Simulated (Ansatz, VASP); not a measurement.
## In in VASP and in Ansatz

The input INCAR:

```
PREC = Accurate
ENCUT = 600
EDIFF = 1E-6
ISMEAR = -1
SIGMA = 0.05
LREAL = F
LASPH = T
NELM = 60
ALGO = Normal
ISIF = 3
LWAVE = F
LCHARG = F
GGA = B5
ALDAX = 1.0
AGGAX = 1.0
AGGAC = 1.0
ALDAC = 0.0
IBRION = 2
NSW = 60
EDIFFG = -0.01
```

The input KPOINTS:

```
Automatic mesh
0
Gamma
  11 11 11
```

POSCAR

```
In
1.0
   -1.6254700000      1.6254700000      2.4737000000
    1.6254700000     -1.6254700000      2.4737000000
    1.6254700000      1.6254700000     -2.4737000000
In
1
Direct
    0.0000000000      0.0000000000      0.0000000000
```

File input.yaml:

```yaml
crystal:
  lattice:
    - [-1.62547, 1.62547, 2.4737]
    - [1.62547, -1.62547, 2.4737]
    - [1.62547, 1.62547, -2.4737]
  atoms:
    - { symbol: In, position: [0.0, 0.0, 0.0] }
hamiltonian:
  xc: blyp
  pseudopotentials: { kind: paw }
kpoints:
  mp_grid: { grid: [11, 11, 11] }
scf:
  occupations: { method: fermi_dirac, width: 0.05 }
output:
  forces: true
  stress: true
  eigenvalues: true
relax:
  f_tol: 0.01
  max_steps: 40
  cell: { stress_tol: 0.05 }
```

Alike in both runs: task relaxation of cell and atoms; functional BLYP; k mesh 11 × 11 × 11; occupations fermi-dirac, width 0.05 eV; no spin polarisation.

|  | VASP | Ansatz |
| --- | --- | --- |
| version | VASP 6.6.1 | Ansatz 0.2.0 |
| potentials or method | VASP PAW PBE potentials, release 64 (In_d) | Ansatz PAW |
| plane-wave cutoff (eV) | 600 | 420 |
| valence electrons in the cell | 13 | 13 |

Ansatz gave:

```
gap on the k mesh at the Fermi level, each at its own relaxed structure (eV) : none
relaxed volume (Å³/atom)                                                     : 31.17
relaxed cell length with the largest relative difference (Å)                 : 3.623
```

Q: What did VASP give for the same quantities?

A: gap on the k mesh at the Fermi level, each at its own relaxed structure (eV): none; relaxed volume (Å³/atom): 31.17; relaxed cell length with the largest relative difference (Å): 3.626.

VASP's potentials were made for PBE, not for BLYP. A gap of «none» marks a metal or a gap that the smearing closes.

Noted on VASP's run: the volume moved by over 15 % at a fixed basis, so the end points are rough. Noted on Ansatz's run: the volume moved by over 15 % at a fixed basis, so the end points are rough; the plane-wave basis is chosen anew once the cell has moved, so the energies of steps on either side of that aren't comparable.
